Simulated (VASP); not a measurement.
Write the native input for VASP 6.6.1 that does the following.

```yaml
Task: single point
Functional: BLYP
Potentials_or_basis: VASP PAW PBE potentials, release 64 (Ir)
Cutoff: 520 eV
k_mesh: 22 × 22 × 22
Occupations: fermi-dirac, width 0.05 eV
Spin: collinear spin, ferromagnetic start
Starting_moments: "[1.0] μB"
Dipole_correction: no
Further_INCAR_settings: ALGO = Normal; EDIFF = 1e-06; NBANDS = 14
```

The structure of Ir lies in POSCAR:

```
Ir
1.0
    0.0000000000      1.9417954661      1.9417954661
    1.9417954661      0.0000000000      1.9417954661
    1.9417954661      1.9417954661      0.0000000000
Ir
1
Direct
    0.0000000000      0.0000000000      0.0000000000
```

This cell differs from its parent crystal: volume scaled by 0.96.

The input as run:

INCAR

```
SYSTEM = Ir
PREC = Accurate
ENCUT = 520
EDIFF = 1E-6
ISMEAR = -1
SIGMA = 0.05
LREAL = .False.
LASPH = .True.
NELM = 150
ALGO = Normal
ISIF = 2
LWAVE = .False.
LCHARG = .True.
ISPIN = 2
MAGMOM = 1
LORBIT = 11
LMAXMIX = 4
GGA = B5
ALDAX = 1.0
AGGAX = 1.0
AGGAC = 1.0
ALDAC = 0.0
LELF = .True.
LVHAR = .True.
NBANDS = 14
```

KPOINTS

```
Automatic mesh
0
Gamma
  22 22 22
  0 0 0
```

Potentials or basis: VASP PAW PBE potentials, release 64 (Ir).

Command:

```sh
$ cat potpaw_PBE.64/Ir/POTCAR > POTCAR
$ mpirun -np 1 vasp_std > vasp.out
```

Results of the run:

```json
{"Pressure": "16.0 GPa", "Net moment": "0.00 μB per cell", "Valence electrons inside the program's atomic spheres": "Ir 8.35"}
```

Caveat: the PAW data sets were made with another functional, which shifts forces and pressure a little.

Run time: 50 s on 1 thread of Intel(R) Xeon(R) 6975P-C (Granite Rapids), on a shared host, peak memory 0.21 GiB.
